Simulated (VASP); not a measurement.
Hg, 2 atoms in the cell. It takes space group P6_3/mmc (No. 194, hexagonal). Conventional cell: a = 3.353 Å, b = 3.353 Å, c = 5.316 Å, α = 90.00°, β = 90.00°, γ = 120.00°. Hg (site symmetry -6m2) has 12 Hg at 3.29 to 3.35 Å within 4.3 Å. 

```yaml
Program: VASP 6.6.1
Task: single point
Functional: PBE
Potentials_or_basis: VASP PAW PBE potentials, release 64 (Hg)
Cutoff: 520 eV
k_mesh: 3 × 3 × 1
Occupations: gaussian, width 0.1 eV
Spin: no spin polarisation
Dipole_correction: no
Further_INCAR_settings: ALGO = Normal; EDIFF = 1e-07; NBANDS = 19
```

Potentials or basis: VASP PAW PBE potentials, release 64 (Hg).

Run with:

```bash
$ cat potpaw_PBE.64/Hg/POTCAR > POTCAR
$ mpirun -np 1 vasp_std > vasp.out
```

Hardware: 1 thread of Intel Xeon 6975P-C, with other jobs on the host.

Problem. Estimate the wall time of this run.

Solution. Run time: 5.2 s on 1 thread of Intel Xeon 6975P-C (shared host), peak memory 0.17 GiB. Counts: scf iterations 11, k points 3.
